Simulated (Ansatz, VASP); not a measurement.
## Two plane-wave programs on Be

```
CELL_PARAMETERS angstrom
2.26567 0.00000 0.00000
-1.13284 1.96213 0.00000
0.00000 0.00000 3.55870
ATOMIC_POSITIONS crystal
Be 0.33333 0.66667 0.25000
Be 0.66667 0.33333 0.75000
```

Alike in both runs: task single point; functional PBE; k mesh 16 × 16 × 9; occupations methfessel-paxton of order 1, width 0.2 eV; no spin polarisation.

|  | VASP | Ansatz |
| --- | --- | --- |
| version | VASP 6.6.1 | Ansatz 0.2.0 |
| potentials or method | VASP PAW PBE potentials, release 64 (Be), cutoff 520 eV | plane waves (420 eV) with PAW, scalar-relativistic |
| valence electrons in the cell | 4 | 4 |

```csv
,VASP,Ansatz,Ansatz less VASP
pressure (GPa),0.1,0.0,-0.15
"traceless stress, the component that is largest in VASP (GPa)",-0.06,-0.09,-0.034
```
